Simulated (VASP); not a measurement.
A run of VASP 6.6.1 is set up as follows.

File INCAR:

```
PREC     = Accurate       # precision mode
ENCUT    = 500            # plane-wave cutoff, eV
EDIFF    = 1E-6           # SCF threshold, eV
ISMEAR   = -1             # smearing method
SIGMA    = 0.02           # smearing width, eV
LREAL    = F              # projectors in reciprocal space
LASPH    = T              # aspherical terms in the spheres
NELM     = 120            # most SCF steps
ALGO     = Normal         # electronic algorithm
ISIF     = 2              # what is computed and relaxed
LWAVE    = F              # write WAVECAR
LCHARG   = T              # write CHGCAR
LELF     = T              # ELF
LVHAR    = T            
NBANDS   = 17             # bands
GGA_COMPAT= F
```

Contents of KPOINTS:

```
Automatic mesh
0
Gamma
  3 3 3
```

Contents of POSCAR:

```
PbSe
1.0
    0.0000000000      3.0606500000      3.0606500000
    3.0606500000      0.0000000000      3.0606500000
    3.0606500000      3.0606500000      0.0000000000
Pb Se
1 1
Direct
    0.0000000000      0.0000000000      0.0000000000
    0.5000000000      0.5000000000      0.5000000000
```

Potentials or basis: VASP PAW LDA potentials, release 64 (Pb_d, Se).

Launch:

```console
$ cat potpaw_LDA.64/Pb_d/POTCAR potpaw_LDA.64/Se/POTCAR > POTCAR
$ mpirun -np 1 vasp_std > vasp.out
```

(1) Estimate the pressure.

## Answers

(1) -3.0 GPa.

Caveat: the k points lie up to 0.59 Å⁻¹ apart.
